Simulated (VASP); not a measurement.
Set up this calculation in VASP 6.6.1, as the native input.

```
Task                   : single point
Functional             : PBE
Potentials or basis    : VASP PAW PBE potentials, release 64 (K_sv, Ca_sv, Cl)
Cutoff                 : 520 eV
k mesh                 : 4 × 4 × 2
Occupations            : gaussian, width 0.1 eV
Spin                   : no spin polarisation
Dipole correction      : no
Further INCAR settings : ALGO = Normal; EDIFF = 1e-07; NBANDS = 36
```

The structure of K2Ca3Cl lies in POSCAR:

```
K2Ca3Cl
1.0
    4.1889299100      0.0000000000      0.0000000000
    0.0000000000      4.1889299100      0.0000000000
    0.0000000000      0.0000000000      9.1805881200
K Ca Cl
2 3 1
Direct
    0.0000000000      0.5000000000      0.7340000300
    0.5000000000      0.0000000000      0.2659999700
    0.5000000000      0.5000000000      0.0000000000
    0.0000000000      0.5000000000      0.3820000000
    0.5000000000      0.0000000000      0.6180000000
    0.0000000000      0.0000000000      0.0000000000
```

The cell was generated, and may not be a known phase.

One way to write it, as run:

INCAR

```
SYSTEM = K2Ca3Cl
  PREC = Accurate
  ENCUT = 520
  EDIFF = 1E-7
  ISMEAR = 0
  SIGMA = 0.1
  LREAL = .FALSE.
  LASPH = .TRUE.
  NELM = 100
  ALGO = Normal
  ISIF = 2
  LWAVE = .FALSE.
  LCHARG = .TRUE.
  GGA = PE
  LELF = .TRUE.
  LVHAR = .TRUE.
  NBANDS = 36
```

KPOINTS

```
regular mesh
0
G
  4 4 2
  0 0 0
```

Potentials or basis: VASP PAW PBE potentials, release 64 (K_sv, Ca_sv, Cl).

The run is started by

```console
$ cat potpaw_PBE.64/K_sv/POTCAR potpaw_PBE.64/Ca_sv/POTCAR potpaw_PBE.64/Cl/POTCAR > POTCAR
$ mpirun -np 1 vasp_std > vasp.out
```

Results of the run:

| Item | Value |
| --- | --- |
| Pressure | 10.8 GPa |
| Largest force | 0.341 eV/Å |
| Band gap on the k mesh | zero (an odd number of electrons rules out a gap without spin polarisation) |

Caveat: the k points lie up to 0.37 Å⁻¹ apart, too coarse for converged energies and pressures of a metal.

Run time: 67 s on 1 thread of Intel(R) Xeon(R) Platinum 8488C (Sapphire Rapids) (shared host), peak memory 0.28 GiB.
